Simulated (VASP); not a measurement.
Here is a VASP 6.6.1 calculation.

POSCAR

```
Ta2N
1.0
    5.2911110335      0.0000000029      0.0000000000
   -2.6455555192      4.5822365678      0.0000000000
    0.0000000000      0.0000000000      4.9337448362
Ta N
6 3
Direct
    0.6669883757      0.6669883757      0.7532007009
    0.0000000000      0.3330116243      0.7532007009
    0.3330116243      0.0000000000      0.7532007009
    0.3330116243      0.3330116243      0.2467992991
    0.0000000000      0.6669883757      0.2467992991
    0.6669883757      0.0000000000      0.2467992991
    0.6666666667      0.3333333333      0.5000000000
    0.3333333333      0.6666666667      0.5000000000
    0.0000000000      0.0000000000      0.0000000000
```

Contents of INCAR.step1:

```
ALGO = Normal ; EDIFF = 1E-4
ENCUT = 520 ; GGA = PE
ISMEAR = -1 ; LASPH = True
LCHARG = False ; LREAL = False
LWAVE = True ; NBANDS = 50
NELM = 60 ; PREC = Accurate
SIGMA = 0.15
```

Contents of INCAR.step2:

```
ALGO = Normal ; EDIFF = 1E-6
ENCUT = 520 ; ISIF = 2
ISMEAR = -1 ; ISTART = 1
LASPH = True ; LCHARG = False
LMIXTAU = True ; LREAL = False
LWAVE = False ; METAGGA = R2SCAN
NBANDS = 50 ; NELM = 60
PREC = Accurate ; SIGMA = 0.15
```

File KPOINTS:

```
k-points
0
Gamma
  9 9 8
```

Potentials or basis: VASP PAW PBE potentials, release 64 (Ta_pv, N).

Run with:

```bash
$ cat potpaw_PBE.64/Ta_pv/POTCAR potpaw_PBE.64/N/POTCAR > POTCAR
$ cp INCAR.step1 INCAR
$ mpirun -np 1 vasp_std > vasp.out
$ cp INCAR.step2 INCAR
$ mpirun -np 1 vasp_std > vasp.out
```

(1) What does it give for the band gap on the k mesh?

(2) Predict the largest force.

(3) Estimate the pressure.

## Answers

(1) zero (an odd number of electrons rules out a gap without spin polarisation).

(2) 0.023 eV/Å.

(3) 1.1 GPa.

Caveat: the PAW data sets were made with another functional, which shifts forces and pressure a little; spin-orbit coupling is left out, which moves the levels of the heavy elements.
